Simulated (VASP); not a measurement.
Write the native input for VASP 6.6.1 that does the following.

- Task: single point
- Functional: PBE
- Potentials or basis: VASP PAW PBE potentials, release 64 (Si, C)
- Cutoff: 520 eV
- k mesh: 13 × 13 × 13
- Occupations: fermi-dirac, width 0.02 eV
- Spin: no spin polarisation
- Dipole correction: no
- Further INCAR settings: ALGO = Normal; EDIFF = 1e-06; NBANDS = 11

The structure of SiC (zincblende type) lies in POSCAR:

```
SiC
1.0
    0.0000000000      2.1898574519      2.1898574519
    2.1898574519      0.0000000000      2.1898574519
    2.1898574519      2.1898574519      0.0000000000
Si C
1 1
Direct
    0.0000000000      0.0000000000      0.0000000000
    0.2500000000      0.2500000000      0.2500000000
```

The input as run:

INCAR

```
SYSTEM = SiC
ALGO     = Normal         ! electronic algorithm
EDIFF    = 1E-6           ! SCF threshold, eV
ENCUT    = 520            ! plane-wave cutoff, eV
GGA      = PE             ! functional
ISIF     = 2              ! what is computed and relaxed
ISMEAR   = -1             ! smearing method
LASPH    = .TRUE.         ! aspherical terms in the spheres
LCHARG   = .FALSE.        ! write CHGCAR
LREAL    = .FALSE.        ! projectors in reciprocal space
LWAVE    = .FALSE.        ! write WAVECAR
NBANDS   = 11             ! bands
NELM     = 60             ! most SCF steps
PREC     = Accurate       ! precision mode
SIGMA    = 0.02           ! smearing width, eV
```

KPOINTS

```
k-points
0
G
  13 13 13
  0 0 0
```

Potentials or basis: VASP PAW PBE potentials, release 64 (Si, C).

Command:

```console
$ cat potpaw_PBE.64/Si/POTCAR potpaw_PBE.64/C/POTCAR > POTCAR
$ mpirun -np 1 vasp_std > vasp.out
```

Results of the run:

```yaml
Pressure: 0.0 GPa
Band_gap_on_the_k_mesh: 1.44 eV (least direct gap 4.56 eV)
```

Caveat: an odd mesh through Γ misses points on the zone boundary, where band edges can lie.

It took 8.3 s on 1 thread of Intel(R) Xeon(R) Platinum 8488C (Sapphire Rapids), on a shared host, peak memory 0.14 GiB.
